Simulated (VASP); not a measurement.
# Bi (R-3m) in VASP: a series of runs

The runs below take Bi through single point, with PBE.

Program: VASP 6.6.1. These are calculated values, not measurements. Logs are shortened: lines on timing, memory, paths and dates and some standing lists are left out, and cuts for length are marked.

### Step 1. The cell of the first run

It takes space group R-3m (No. 166, trigonal). Conventional cell: a = 4.535 Å, b = 4.535 Å, c = 11.814 Å, α = 90.00°, β = 90.00°, γ = 120.00°. Within 4.0 Å of Bi (site symmetry 3m) lie 6 Bi at 3.06 to 3.52 Å.

### Step 2. Single point, PBE

INCAR

```
ALGO = Fast
EDIFF = 1E-6
ENCUT = 520
GGA = PE
ISIF = 2
ISMEAR = 0
LASPH = True
LCHARG = False
LREAL = False
LWAVE = False
NBANDS = 22
NELM = 100
PREC = Accurate
SIGMA = 0.1
```

KPOINTS

```
k-points
0
Gamma
  6 6 6
```

POSCAR

```
Bi
1.0
    2.2675000000      1.3091417354      3.9380000000
   -2.2675000000      1.3091417354      3.9380000000
    0.0000000000     -2.6182834708      3.9380000000
Bi
2
Direct
    0.2340000000      0.2340000000      0.2340000000
    0.7660000000      0.7660000000      0.7660000000
```

Potentials or basis: VASP PAW PBE potentials, release 64 (Bi_d).

Launch:

```bash
cat potpaw_PBE.64/Bi_d/POTCAR > POTCAR
mpirun -np 1 vasp_std > vasp.out
```

OUTCAR:

```text
EDIFF = 1E-6
   ENCUT = 520
   GGA = PE
   ISIF = 2
   ISMEAR = 0
   LASPH = True
   LREAL = False
   NELM = 100
   PREC = Accurate

 ion  position               nearest neighbor table
   1  0.234  0.234  0.234-   2 3.06   2 3.06   2 3.06   2 3.52   2 3.52   2 3.52
   2  0.766  0.766  0.766-   1 3.06   1 3.06   1 3.06   1 3.52   1 3.52   1 3.52

  LATTYP: Found a trigonal (rhomboedric) cell.
 ALAT       =     4.7289800521
 COS(alpha) =     0.5401781303

  Lattice vectors:

 A1 = (   2.2675000000,   1.3091417354,   3.9380000000)
 A2 = (  -2.2675000000,   1.3091417354,   3.9380000000)
 A3 = (   0.0000000000,  -2.6182834708,   3.9380000000)

Analysis of symmetry for initial positions (statically):
=====================================================================
 Subroutine PRICEL returns:
 Original cell was already a primitive cell.

 Routine SETGRP: Setting up the symmetry group for a
 trigonal (rhombohedral) supercell.

 Subroutine GETGRP returns: Found 12 space group operations
 (whereof 12 operations were pure point group operations)
 out of a pool of 12 trial point group operations.

The static configuration has the point symmetry D_3d.

Analysis of symmetry for dynamics (positions and initial velocities):
=====================================================================
 Subroutine PRICEL returns:
 Original cell was already a primitive cell.

 Routine SETGRP: Setting up the symmetry group for a
 trigonal (rhombohedral) supercell.

 Subroutine GETGRP returns: Found 12 space group operations
 (whereof 12 operations were pure point group operations)
 out of a pool of 12 trial point group operations.

The dynamic configuration has the point symmetry D_3d.

 Subroutine INISYM returns: Found 12 space group operations
 (whereof 12 operations are pure point group operations),
 and found     1 'primitive' translations

----------------------------------------------------------------------------------------

                                     Primitive cell

  volume of cell :      70.1392

  direct lattice vectors                    reciprocal lattice vectors
     2.267500000  1.309141735  3.938000000     0.220507166  0.127309872  0.084645336
    -2.267500000  1.309141735  3.938000000    -0.220507166  0.127309872  0.084645336
     0.000000000 -2.618283471  3.938000000     0.000000000 -0.254619744  0.084645336

[... 78 lines left out ...]
   LNONCOLLINEAR =      F non collinear calculations
   LSORBIT =      F    spin-orbit coupling
   LASPH  =      T    aspherical Exc in radial PAW
   ENCUT  =  520.0 eV  38.22 Ry    6.18 a.u.   8.79  8.79  8.79*2*pi/ulx,y,z
   NELM   =    100;   NELMIN=  2; NELMDL= -5     # of ELM steps
   EDIFF  = 0.1E-05   stopping-criterion for ELM
   LREAL  =      F    real-space projection
   EDIFFG = 0.1E-04   stopping-criterion for IOM
   NSW    =      0    number of steps for IOM
   IBRION =     -1    ionic relax: 0-MD 1-quasi-New 2-CG
   NFREE  =      0    steps in history (QN), initial steepest desc. (CG)
   ISIF   =      2    stress and relaxation
   ISYM   =      2    0-nonsym 1-usesym 2-fastsym
   POTIM  = 0.5000    time-step for ionic-motion
   TEBEG  =    0.0;   TEEND  =   0.0 temperature during run
   PSTRESS=    0.0 pullay stress
   NELECT =      30.0000    total number of electrons
   NUPDOWN=      -1.0000    fix difference up-down
   EMIN   =  10.00;   EMAX   =-10.00  energy-range for DOS
   EFERMI =   0.00;   METHOD = LEGACY
   ISMEAR =     0;   SIGMA  =   0.10  broadening in eV -4-tet -1-fermi 0-gaus
   EFERMI_NEDOS =   21; number of points for ismear=-14 and -15
   IALGO  =     68    algorithm
   IMIX   =      4    mixing-type and parameters
     AMIX     =   0.40;   BMIX     =  1.00
     AMIX_MAG =   1.60;   BMIX_MAG =  1.00
  volume/ion in A,a.u.               =      35.07       236.66
  Fermi-wavevector in a.u.,A,eV,Ry     =   1.233469  2.330919 20.700530  1.521446
  Thomas-Fermi vector in A             =   2.368198
   LORBIT       =      0    0 simple, 1 ext, 2 COOP (PROOUT), +10 PAW based schemes
   GGA     = PE    functional components
   LHFCALC =     F    Hartree Fock is set to
   AEXX    =    0.0000 exact exchange contribution
   IVDW    =     0    specifies the selected vdW correction
   LEPSILON=     F    determine dielectric tensor
   LRPA    =     F    only Hartree local field effects (RPA)
 non-spin polarized calculation
 RMM-DIIS sequential band-by-band and
 Gauss-broadening in eV      SIGMA  =   0.10
  energy-cutoff  :      520.00
  volume of cell :       70.14
 maximum number of plane-waves:      1934
   NGX = 17   NGY = 17   NGZ = 17

 number of electron      30.0000004 magnetization

 Free energy of the ion-electron system (eV)
  ---------------------------------------------------
  ext. energy  EPLUGINS =         0.00000000
  ---------------------------------------------------
  free energy    TOTEN  =        -7.77560453 eV

  energy without entropy =       -7.77312131  energy(sigma->0) =       -7.77436292

 E-fermi :   6.2957     XC(G=0):  -9.5460

 val. band max:        6.2658974661   @ k =  -0.3333   0.5000   0.3333
 cond. band min:       6.9020942633   @ k =   0.3333   0.1667   0.1667
 fundamental gap:      0.6361967972
 Fermi energy:         6.2957011951

 k-point     1 :       0.0000    0.0000    0.0000
  band No.  band energies     occupation
      1     -16.5613      2.00000
      2     -16.5613      2.00000
      3     -16.4090      2.00000
      4     -16.4090      2.00000
      5     -16.3923      2.00000
      6     -16.2222      2.00000
[... 589 lines left out ...]
     21      16.3411      0.00000
     22      16.7055      0.00000

 [... further k-points ...]

------------------------ aborting loop because EDIFF is reached ----------------------------------------

  FORCE on cell =-STRESS in cart. coord.  units (eV):
  Direction    XX          YY          ZZ          XY          YZ          ZX
  --------------------------------------------------------------------------------------
  -------------------------------------------------------------------------------------
  Total        0.9120300      0.9120300      0.9670500      0.0000000      0.0000000      0.0000000
  in kB       20.8333350     20.8333350     22.0901466      0.0000000      0.0000000      0.0000000
  external PRESSURE =      21.2522722 kB  Pullay stress =       0.0000000 kB

 VOLUME and BASIS-vectors are now :
 -----------------------------------------------------------------------------
  energy-cutoff  :      520.00
  volume of cell :       70.14
      direct lattice vectors                 reciprocal lattice vectors
     2.267500000  1.309141735  3.938000000     0.220507166  0.127309872  0.084645336
    -2.267500000  1.309141735  3.938000000    -0.220507166  0.127309872  0.084645336
     0.000000000 -2.618283471  3.938000000     0.000000000 -0.254619744  0.084645336

 POSITION                                       TOTAL-FORCE (eV/Angst)
 -----------------------------------------------------------------------------------
      0.00000      0.00000      2.76448         0.000000      0.000000      0.125862
      0.00000      0.00000      9.04952         0.000000      0.000000     -0.125862
 -----------------------------------------------------------------------------------
    total drift:                               -0.000000      0.000000     -0.000000

  FREE ENERGIE OF THE ION-ELECTRON SYSTEM (eV)
  ---------------------------------------------------
  free  energy   TOTEN  =        -7.7756045275 eV

  energy  without entropy=       -7.7731213096  energy(sigma->0) =       -7.77436292
```

OSZICAR:

```text
N       E                     dE             d eps       ncg     rms          rms(c)
DAV:   1     0.305726989181E+03    0.30573E+03   -0.16268E+04  1408   0.164E+03
DAV:   2     0.182964315928E+02   -0.28743E+03   -0.27967E+03  1432   0.431E+02
DAV:   3    -0.688720142097E+01   -0.25184E+02   -0.24905E+02  1696   0.143E+02
DAV:   4    -0.774282292802E+01   -0.85562E+00   -0.85524E+00  1730   0.289E+01
DAV:   5    -0.777900605658E+01   -0.36183E-01   -0.36183E-01  2028   0.537E+00    0.105E+00
RMM:   6    -0.777542582390E+01    0.35802E-02   -0.13347E-02  1739   0.127E+00    0.638E-01
RMM:   7    -0.777506295448E+01    0.36287E-03   -0.14922E-02  1667   0.126E+00    0.107E-01
RMM:   8    -0.777547417719E+01   -0.41122E-03   -0.41653E-03  1978   0.662E-01    0.272E-02
RMM:   9    -0.777560240761E+01   -0.12823E-03   -0.13029E-03  2356   0.290E-01    0.294E-02
RMM:  10    -0.777560337198E+01   -0.96436E-06   -0.11174E-04  2063   0.924E-02    0.863E-03
RMM:  11    -0.777560476907E+01   -0.13971E-05   -0.37192E-05  2311   0.432E-02    0.227E-03
RMM:  12    -0.777560452745E+01    0.24162E-06   -0.44499E-06  1438   0.160E-02
   1 F= -.77756045E+01 E0= -.77743629E+01  d E =-.248322E-02
```

stdout:

```text
POSCAR found type information on POSCAR Bi
 POSCAR found :  1 types and       2 ions
 scaLAPACK will be used
 LDA part: xc-table for (Slater+PW92), standard interpolation
 POSCAR, INCAR and KPOINTS ok, starting setup
 FFT: planning ... GRIDC
 FFT: planning ... GRID_SOFT
 FFT: planning ... GRID
 WAVECAR not read
 entering main loop
```

It took 63 s on 1 thread of Intel Xeon 8259CL, shared host; peak memory 0.22 GiB.

What came out:

```yaml
Free_energy: -7.7756 eV
Pressure: 2.1 GPa
Largest_force: 0.126 eV/Å
Band_gap_on_the_k_mesh: zero (bands 15 and 16 overlap by 0.14 eV)
```

Forces on the atoms (eV/Å):
```
Bi   0.000  0.000  0.126
Bi   0.000  0.000 -0.126
```

Caveat: spin-orbit coupling is left out, which moves the levels of the heavy elements.

### Step 3. Single point, PBE (34.66 Å³/atom)

This run uses another cell than the first one, of 34.66 Å³/atom.

INCAR

```
PREC = Accurate ; ENCUT = 520
EDIFF = 1E-6 ; ISMEAR = 0
SIGMA = 0.1 ; LREAL = F
LASPH = T ; NELM = 60
ALGO = Fast ; ISIF = 2
LWAVE = F ; LCHARG = T
GGA = PE ; LELF = T
LVHAR = T ; NBANDS = 22
```

KPOINTS

```
Automatic mesh
0
Gamma
  12 12 12
```

POSCAR

```
Bi
1.0
    2.2675015624      1.3091426374      3.8920115881
   -2.2675015624      1.3091426374      3.8920115881
    0.0000000000     -2.6182852749      3.8920115881
Bi
2
Direct
    0.2369930567      0.2369930567      0.2369930567
    0.7630069433      0.7630069433      0.7630069433
```

Potentials or basis: VASP PAW PBE potentials, release 64 (Bi_d).

Launch:

```bash
cat potpaw_PBE.64/Bi_d/POTCAR > POTCAR
mpirun -np 1 vasp_std > vasp.out
```

OUTCAR:

```text
PREC = Accurate
   ENCUT = 520
   EDIFF = 1E-6
   ISMEAR = 0
   LREAL = F
   LASPH = T
   NELM = 60
   ISIF = 2
   GGA = PE

 ion  position               nearest neighbor table
   1  0.237  0.237  0.237-   2 3.09   2 3.09   2 3.09   2 3.45   2 3.45   2 3.45
   2  0.763  0.763  0.763-   1 3.09   1 3.09   1 3.09   1 3.45   1 3.45   1 3.45

  LATTYP: Found a trigonal (rhomboedric) cell.
 ALAT       =     4.6907538821
 COS(alpha) =     0.5326525340

  Lattice vectors:

 A1 = (   2.2675015624,   1.3091426374,   3.8920115881)
 A2 = (  -2.2675015624,   1.3091426374,   3.8920115881)
 A3 = (   0.0000000000,  -2.6182852749,   3.8920115881)

Analysis of symmetry for initial positions (statically):
=====================================================================
 Subroutine PRICEL returns:
 Original cell was already a primitive cell.

 Routine SETGRP: Setting up the symmetry group for a
 trigonal (rhombohedral) supercell.

 Subroutine GETGRP returns: Found 12 space group operations
 (whereof 12 operations were pure point group operations)
[... 161 lines left out ...]
  free energy    TOTEN  =        -7.74824333 eV

  energy without entropy =       -7.74706992  energy(sigma->0) =       -7.74765662

 E-fermi :   6.4957     XC(G=0):  -9.6120

 val. band max:        6.4838058541   @ k =   0.4167   0.0833   0.0833
 cond. band min:       6.5849682498   @ k =   0.4167   0.0000   0.0000
 fundamental gap:      0.1011623958
 Fermi energy:         6.4956598120

 k-point     1 :       0.0000    0.0000    0.0000
  band No.  band energies     occupation
      1     -16.4405      2.00000
      2     -16.4405      2.00000
      3     -16.2883      2.00000
      4     -16.2883      2.00000
      5     -16.2784      2.00000
      6     -16.1024      2.00000
[... 589 lines left out ...]
     21      14.5139      0.00000
     22      16.6711      0.00000

 [... further k-points ...]

------------------------ aborting loop because EDIFF is reached ----------------------------------------

  FORCE on cell =-STRESS in cart. coord.  units (eV):
  Direction    XX          YY          ZZ          XY          YZ          ZX
  --------------------------------------------------------------------------------------
  -------------------------------------------------------------------------------------
  Total        0.8917888      0.8917888      0.8937039      0.0000000     -0.0000000      0.0000000
  in kB       20.6116447     20.6116447     20.6559090      0.0000000     -0.0000000      0.0000000
  external PRESSURE =      20.6263995 kB  Pullay stress =       0.0000000 kB

 VOLUME and BASIS-vectors are now :
 -----------------------------------------------------------------------------
  energy-cutoff  :      520.00
  volume of cell :       69.32
      direct lattice vectors                 reciprocal lattice vectors
     2.267501562  1.309142637  3.892011588     0.220507015  0.127309784  0.085645514
    -2.267501562  1.309142637  3.892011588    -0.220507015  0.127309784  0.085645514
     0.000000000 -2.618285275  3.892011588     0.000000000 -0.254619568  0.085645514

 POSITION                                       TOTAL-FORCE (eV/Angst)
 -----------------------------------------------------------------------------------
      0.00000     -0.00000      2.76714         0.000000     -0.000000      0.005005
      0.00000     -0.00000      8.90890         0.000000      0.000000     -0.005005
 -----------------------------------------------------------------------------------
    total drift:                                0.000000     -0.000000     -0.000000

  FREE ENERGIE OF THE ION-ELECTRON SYSTEM (eV)
  ---------------------------------------------------
  free  energy   TOTEN  =        -7.7482433260 eV

  energy  without entropy=       -7.7470699172  energy(sigma->0) =       -7.74765662
```

OSZICAR:

```text
N       E                     dE             d eps       ncg     rms          rms(c)
DAV:   1     0.307597621289E+03    0.30760E+03   -0.16246E+04  8322   0.164E+03
DAV:   2     0.181581873966E+02   -0.28944E+03   -0.28223E+03  8448   0.437E+02
DAV:   3    -0.686156273908E+01   -0.25020E+02   -0.24779E+02 10062   0.142E+02
DAV:   4    -0.771483708375E+01   -0.85327E+00   -0.85293E+00 10362   0.289E+01
DAV:   5    -0.774969517549E+01   -0.34858E-01   -0.34857E-01 11896   0.525E+00    0.101E+00
RMM:   6    -0.774738151380E+01    0.23137E-02   -0.13219E-02 10248   0.126E+00    0.614E-01
RMM:   7    -0.774773044951E+01   -0.34894E-03   -0.13905E-02  9738   0.124E+00    0.105E-01
RMM:   8    -0.774812005609E+01   -0.38961E-03   -0.40401E-03 11682   0.659E-01    0.253E-02
RMM:   9    -0.774824305038E+01   -0.12299E-03   -0.12861E-03 13992   0.284E-01    0.290E-02
RMM:  10    -0.774824654121E+01   -0.34908E-05   -0.11232E-04 14237   0.823E-02    0.170E-02
RMM:  11    -0.774824350137E+01    0.30398E-05   -0.17472E-05 10737   0.414E-02    0.509E-03
RMM:  12    -0.774824332603E+01    0.17534E-06   -0.88081E-06 11372   0.255E-02
   1 F= -.77482433E+01 E0= -.77476566E+01  d E =-.117341E-02
```

stdout:

```text
POSCAR found type information on POSCAR Bi
 POSCAR found :  1 types and       2 ions
 scaLAPACK will be used
 LDA part: xc-table for (Slater+PW92), standard interpolation
 POSCAR, INCAR and KPOINTS ok, starting setup
 FFT: planning ... GRIDC
 FFT: planning ... GRID_SOFT
 FFT: planning ... GRID
 WAVECAR not read
 entering main loop
WARNING in EDDRMM: call to ZHEGV failed, returncode =   8  4     22
WARNING in EDDRMM: call to ZHEGV failed, returncode =   8  4     22
```

Run time: 6.3 min. Hardware: 1 thread of Intel Xeon 8259CL, shared host; peak memory 0.37 GiB.

Results:

| Property | Result |
| --- | --- |
| Free energy | -7.7482 eV |
| Pressure | 2.1 GPa |
| Largest force | 0.005 eV/Å |
| Band gap on the k mesh | zero (bands 15 and 16 overlap by 0.19 eV) |

Forces in eV/Å, atoms in the order of the input:
```
Bi   0.000  0.000  0.005
Bi   0.000  0.000 -0.005
```

Levels at points of the mesh, in eV from the Fermi level:
| k point | band 11 | band 12 | band 13 | band 14 | band 15 | band 16 | band 17 | band 18 | band 19 | band 20 |
| --- | --- | --- | --- | --- | --- | --- | --- | --- | --- | --- |
| (0.00, 0.00, 0.00) | -13.13 | -7.42 | -1.50 | -1.23 | -1.23 | 2.74 | 3.04 | 3.04 | 5.52 | 5.70 |
| (0.50, 0.00, 0.00) | -11.14 | -10.61 | -1.14 | -1.00 | -0.25 | -0.25 | 0.38 | 0.80 | 7.71 | 8.51 |
| (0.50, 0.50, 0.00) | -11.26 | -9.41 | -4.81 | -3.09 | -2.95 | 2.47 | 5.01 | 5.37 | 6.92 | 9.64 |
| (0.50, 0.50, 0.50) | -11.72 | -10.12 | -0.81 | -0.52 | -0.52 | 0.53 | 0.53 | 0.58 | 7.27 | 9.01 |

Caveat: spin-orbit coupling is left out, which moves the levels of the heavy elements.

(Part 1 of 2 ends here.)
